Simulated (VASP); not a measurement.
# InSb (Fm-3m) in VASP: single point with LDA

Aim: the single point of InSb with LDA.

Everything below comes from runs of VASP 6.6.1. Logs are shortened: lines on timing, memory, paths and dates and some standing lists are left out, and cuts for length are marked.

### 1 The cell of the first run

The structure is cubic, space group Fm-3m (No. 225). Conventional cell: a = 5.981 Å, b = 5.981 Å, c = 5.981 Å, α = 90.00°, β = 90.00°, γ = 90.00°. Within 3.9 Å of In (site symmetry m-3m) lie 6 Sb at 2.99 Å. Within 3.9 Å of Sb (site symmetry m-3m) lie 6 In at 2.99 Å.

### 2 Single point, LDA

The input, INCAR:

```
SYSTEM = InSb
PREC = Accurate
ENCUT = 520
EDIFF = 1E-6
ISMEAR = 0
SIGMA = 0.15
LREAL = .False.
LASPH = .True.
NELM = 100
ALGO = Normal
ISIF = 2
LWAVE = .False.
LCHARG = .True.
GGA = CA
LELF = .True.
LVHAR = .True.
NBANDS = 16
```

The input, KPOINTS:

```
Automatic mesh
0
Gamma
  14 14 14
  0 0 0
```

The input, POSCAR:

```
InSb
1.0
    0.0000000000      2.9902672302      2.9902672302
    2.9902672302      0.0000000000      2.9902672302
    2.9902672302      2.9902672302      0.0000000000
In Sb
1 1
Direct
    0.0000000000      0.0000000000      0.0000000000
    0.5000000000      0.5000000000      0.5000000000
```

Potentials or basis: VASP PAW LDA potentials, release 64 (In_d, Sb).

Command:

```sh
> cat potpaw_LDA.64/In_d/POTCAR potpaw_LDA.64/Sb/POTCAR > POTCAR
> mpirun -np 1 vasp_std > vasp.out
```

OUTCAR:

```text
SYSTEM = InSb
   PREC = Accurate
   ENCUT = 520
   EDIFF = 1E-6
   ISMEAR = 0
   LREAL = .False.
   LASPH = .True.
   NELM = 100
   ISIF = 2
   GGA = CA

 ion  position               nearest neighbor table
   1  0.000  0.000  0.000-   2 2.99   2 2.99   2 2.99   2 2.99   2 2.99   2 2.99
   2  0.500  0.500  0.500-   1 2.99   1 2.99   1 2.99   1 2.99   1 2.99   1 2.99

  LATTYP: Found a face centered cubic cell.
 ALAT       =     5.9805344604

  Lattice vectors:

 A1 = (   0.0000000000,   2.9902672302,   2.9902672302)
 A2 = (   2.9902672302,   0.0000000000,   2.9902672302)
 A3 = (   2.9902672302,   2.9902672302,   0.0000000000)

Analysis of symmetry for initial positions (statically):
=====================================================================
 Subroutine PRICEL returns:
 Original cell was already a primitive cell.

 Routine SETGRP: Setting up the symmetry group for a
 face centered cubic supercell.

 Subroutine GETGRP returns: Found 48 space group operations
 (whereof 48 operations were pure point group operations)
 out of a pool of 48 trial point group operations.

The static configuration has the point symmetry O_h .

Analysis of symmetry for dynamics (positions and initial velocities):
=====================================================================
 Subroutine PRICEL returns:
 Original cell was already a primitive cell.

 Routine SETGRP: Setting up the symmetry group for a
 face centered cubic supercell.

 Subroutine GETGRP returns: Found 48 space group operations
 (whereof 48 operations were pure point group operations)
 out of a pool of 48 trial point group operations.

The dynamic configuration has the point symmetry O_h .

 Subroutine INISYM returns: Found 48 space group operations
 (whereof 48 operations are pure point group operations),
 and found     1 'primitive' translations

----------------------------------------------------------------------------------------

                                     Primitive cell

  volume of cell :      53.4761

  direct lattice vectors                    reciprocal lattice vectors
     0.000000000  2.990267230  2.990267230    -0.167209136  0.167209136  0.167209136
     2.990267230  0.000000000  2.990267230     0.167209136 -0.167209136  0.167209136
     2.990267230  2.990267230  0.000000000     0.167209136  0.167209136 -0.167209136

  length of vectors
[... 74 lines left out ...]
   ISTART =      0    job   : 0-new  1-cont  2-samecut
   ICHARG =      2    charge: 1-file 2-atom 10-const
   ISPIN  =      1    spin polarized calculation?
   LNONCOLLINEAR =      F non collinear calculations
   LSORBIT =      F    spin-orbit coupling
   LASPH  =      T    aspherical Exc in radial PAW
   ENCUT  =  520.0 eV  38.22 Ry    6.18 a.u.   7.86  7.86  7.86*2*pi/ulx,y,z
   NELM   =    100;   NELMIN=  2; NELMDL= -5     # of ELM steps
   EDIFF  = 0.1E-05   stopping-criterion for ELM
   LREAL  =      F    real-space projection
   EDIFFG = 0.1E-04   stopping-criterion for IOM
   NSW    =      0    number of steps for IOM
   IBRION =     -1    ionic relax: 0-MD 1-quasi-New 2-CG
   NFREE  =      0    steps in history (QN), initial steepest desc. (CG)
   ISIF   =      2    stress and relaxation
   ISYM   =      2    0-nonsym 1-usesym 2-fastsym
   POTIM  = 0.5000    time-step for ionic-motion
   TEBEG  =    0.0;   TEEND  =   0.0 temperature during run
   PSTRESS=    0.0 pullay stress
   NELECT =      18.0000    total number of electrons
   NUPDOWN=      -1.0000    fix difference up-down
   EMIN   =  10.00;   EMAX   =-10.00  energy-range for DOS
   EFERMI =   0.00;   METHOD = LEGACY
   ISMEAR =     0;   SIGMA  =   0.15  broadening in eV -4-tet -1-fermi 0-gaus
   EFERMI_NEDOS =   21; number of points for ismear=-14 and -15
   IALGO  =     38    algorithm
   IMIX   =      4    mixing-type and parameters
     AMIX     =   0.40;   BMIX     =  1.00
     AMIX_MAG =   1.60;   BMIX_MAG =  1.00
  volume/ion in A,a.u.               =      26.74       180.44
  Fermi-wavevector in a.u.,A,eV,Ry     =   1.138795  2.152011 17.644780  1.296855
  Thomas-Fermi vector in A             =   2.275499
   LORBIT       =      0    0 simple, 1 ext, 2 COOP (PROOUT), +10 PAW based schemes
   GGA     = CA    functional components
   LHFCALC =     F    Hartree Fock is set to
   AEXX    =    0.0000 exact exchange contribution
   IVDW    =     0    specifies the selected vdW correction
   LEPSILON=     F    determine dielectric tensor
   LRPA    =     F    only Hartree local field effects (RPA)
 non-spin polarized calculation
 Gauss-broadening in eV      SIGMA  =   0.15
  energy-cutoff  :      520.00
  volume of cell :       53.48
 maximum number of plane-waves:      1459
   NGX = 15   NGY = 15   NGZ = 15

 number of electron      18.0000001 magnetization

 Free energy of the ion-electron system (eV)
  ---------------------------------------------------
  ext. energy  EPLUGINS =         0.00000000
  ---------------------------------------------------
  free energy    TOTEN  =        -8.06049138 eV

  energy without entropy =       -8.04368847  energy(sigma->0) =       -8.05208992

 E-fermi :   7.3573     XC(G=0): -10.3026

 val. band max:        7.3558365367   @ k =   0.4286   0.1429   0.0714
 cond. band min:       7.3743993250   @ k =   0.2143   0.0000   0.0000
 fundamental gap:      0.0185627883
 Fermi energy:         7.3573330039

 k-point     1 :       0.0000    0.0000    0.0000
  band No.  band energies     occupation
      1      -7.0749      2.00000
      2      -7.0749      2.00000
      3      -7.0379      2.00000
      4      -7.0379      2.00000
      5      -7.0379      2.00000
      6      -4.1213      2.00000
[... 433 lines left out ...]
      3      -7.0442      2.00000
      4      -7.0186      2.00000
      5      -7.0136      2.00000
      6      -3.2574      2.00000
[... 8 lines left out ...]
     15      16.0192      0.00000
     16      16.2289      0.00000

 [... further k-points ...]
[... 5 lines left out ...]
  --------------------------------------------------------------------------------------
  -------------------------------------------------------------------------------------
  Total        0.0427737      0.0427737      0.0427737     -0.0000000     -0.0000000     -0.0000000
  in kB        1.2815245      1.2815245      1.2815245     -0.0000000     -0.0000000     -0.0000000
  external PRESSURE =       1.2815245 kB  Pullay stress =       0.0000000 kB

 VOLUME and BASIS-vectors are now :
 -----------------------------------------------------------------------------
  energy-cutoff  :      520.00
  volume of cell :       53.48
      direct lattice vectors                 reciprocal lattice vectors
     0.000000000  2.990267230  2.990267230    -0.167209136  0.167209136  0.167209136
     2.990267230  0.000000000  2.990267230     0.167209136 -0.167209136  0.167209136
     2.990267230  2.990267230  0.000000000     0.167209136  0.167209136 -0.167209136

 POSITION                                       TOTAL-FORCE (eV/Angst)
 -----------------------------------------------------------------------------------
      0.00000      0.00000      0.00000        -0.000000      0.000000     -0.000000
      2.99027      2.99027      2.99027         0.000000     -0.000000      0.000000
 -----------------------------------------------------------------------------------
    total drift:                                0.000000     -0.000000     -0.000000

  FREE ENERGIE OF THE ION-ELECTRON SYSTEM (eV)
  ---------------------------------------------------
  free  energy   TOTEN  =        -8.0604913757 eV

  energy  without entropy=       -8.0436884735  energy(sigma->0) =       -8.05208992
```

Run time: 57 s. Hardware: 1 thread of Intel Xeon Platinum 8488C (Sapphire Rapids), shared host; peak memory 0.22 GiB.

What came out:

```yaml
Free_energy: -8.0605 eV
Pressure: 0.1 GPa
Band_gap_on_the_k_mesh: zero (band 9 reaches 8.01 eV, above the bottom of band 10 at 5.02 eV)
```

Caveat: spin-orbit coupling is left out, which moves the levels of the heavy elements.
